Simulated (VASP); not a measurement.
Wanted: the native input for a VASP 6.6.1 run.

```
Task                   : single point
Functional             : r2SCAN
Potentials or basis    : VASP PAW PBE potentials, release 64 (Ca_sv)
Cutoff                 : 520 eV
k mesh                 : 9 × 9 × 9
Occupations            : methfessel-paxton, width 0.1 eV
Spin                   : no spin polarisation
Dipole correction      : no
Further INCAR settings : ALGO = Normal; EDIFF = 1e-06; NBANDS = 11
```

Crystal: Ca.

```
Ca
1.0
    -2.24000    2.24000    2.24000
     2.24000   -2.24000    2.24000
     2.24000    2.24000   -2.24000
Ca
1
Cartesian
  0.0000 0.0000 0.0000
```

This isn't the form of Ca at room conditions, which is fcc.

The input as run:

POSCAR

```
Ca
1.0
   -2.2400000000      2.2400000000      2.2400000000
    2.2400000000     -2.2400000000      2.2400000000
    2.2400000000      2.2400000000     -2.2400000000
Ca
1
Direct
    0.0000000000      0.0000000000      0.0000000000
```

INCAR.step1

```
ALGO = Normal ; EDIFF = 1E-4
ENCUT = 520 ; GGA = PE
ISMEAR = 1 ; LASPH = True
LCHARG = False ; LREAL = False
LWAVE = True ; NBANDS = 11
NELM = 100 ; PREC = Accurate
SIGMA = 0.1
```

INCAR.step2

```
ALGO = Normal ; EDIFF = 1E-6
ENCUT = 520 ; ISIF = 2
ISMEAR = 1 ; ISTART = 1
LASPH = True ; LCHARG = False
LMIXTAU = True ; LREAL = False
LWAVE = False ; METAGGA = R2SCAN
NBANDS = 11 ; NELM = 100
PREC = Accurate ; SIGMA = 0.1
```

KPOINTS

```
k-points
0
Gamma
  9 9 9
```

Potentials or basis: VASP PAW PBE potentials, release 64 (Ca_sv).

Command:

```console
$ cat potpaw_PBE.64/Ca_sv/POTCAR > POTCAR
$ cp INCAR.step1 INCAR
$ mpirun -np 1 vasp_std > vasp.out
$ cp INCAR.step2 INCAR
$ mpirun -np 1 vasp_std > vasp.out
```

Results of the run:

```
Pressure               : -0.6 GPa
Band gap on the k mesh : zero (bands 5 and 6 overlap by 0.36 eV)
```

Caveat: the PAW data sets were made with another functional, which shifts forces and pressure a little.

Wall time 74 s on 1 thread of Intel(R) Xeon(R) Platinum 8488C (Sapphire Rapids), on a shared host, peak memory 0.17 GiB.
